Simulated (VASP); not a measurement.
Set up this calculation in VASP 6.6.1, as the native input.

```
Task                   : relaxation of cell and atoms
Functional             : PBE
Potentials or basis    : VASP PAW PBE potentials, release 64 (Sb)
Cutoff                 : 600 eV
k mesh                 : 13 × 13 × 13
Occupations            : fermi-dirac, width 0.08 eV
Spin                   : no spin polarisation
Target pressure        : 0.11 GPa
Dipole correction      : no
Further INCAR settings : ALGO = Normal; EDIFF = 1e-07; IBRION = 2; EDIFFG = -0.005; NSW = 32; ISIF = 3
```

The structure of Sb lies in POSCAR:

```
Sb
1.0
   -3.0452287172      3.0452287172      1.5890701564
    3.0452287172     -3.0452287172      1.5890701564
    3.0452287172      3.0452287172     -1.5890701564
Sb
2
Direct
   -0.3750000000     -0.1250000000     -0.2500000000
    0.3750000000      0.1250000000      0.2500000000
```

These files were run (other wordings do the same):

INCAR

```
ALGO     = Normal         # electronic algorithm
EDIFF    = 1E-7           # SCF threshold, eV
EDIFFG   = -0.005         # ionic threshold
ENCUT    = 600            # plane-wave cutoff, eV
GGA      = PE             # functional
IBRION   = 2              # ionic algorithm
ISIF     = 3              # what is computed and relaxed
ISMEAR   = -1             # smearing method
LASPH    = True           # aspherical terms in the spheres
LCHARG   = False          # write CHGCAR
LREAL    = False          # projectors in reciprocal space
LWAVE    = False          # write WAVECAR
NELM     = 60             # most SCF steps
NSW      = 32             # ionic steps
PREC     = Accurate       # precision mode
PSTRESS  = 1.1          
SIGMA    = 0.08           # smearing width, eV
```

KPOINTS

```
k-points
0
Gamma
  13 13 13
```

Potentials or basis: VASP PAW PBE potentials, release 64 (Sb).

Run with:

```sh
$ cat potpaw_PBE.64/Sb/POTCAR > POTCAR
$ mpirun -np 1 vasp_std > vasp.out
```

Results of the run:

```json
{"Relaxed volume": "29.44 Å³/atom", "Relaxed cell": "a = 4.589 Å, b = 4.589 Å, c = 4.589 Å, α = 96.88°, β = 96.88°, γ = 139.49°", "Space group after relaxing (to 0.05 Å)": "I4_1/amd (No. 141)", "Energy change on relaxing (the enthalpy is what falls)": "+0.0 meV/atom", "Ionic steps": "3", "Pressure after relaxing": "0.1 GPa", "Band gap on the k mesh": "zero (band 5 reaches 10.98 eV, above the bottom of band 6 at 5.11 eV)"}
```

Caveat: the cell is relaxed towards a set pressure, so the enthalpy falls and the energy may rise; spin-orbit coupling is left out, which moves the levels of the heavy elements.

It took 110 s on 1 thread of Intel(R) Xeon(R) 6975P-C (Granite Rapids), with other jobs on the host, peak memory 0.31 GiB.
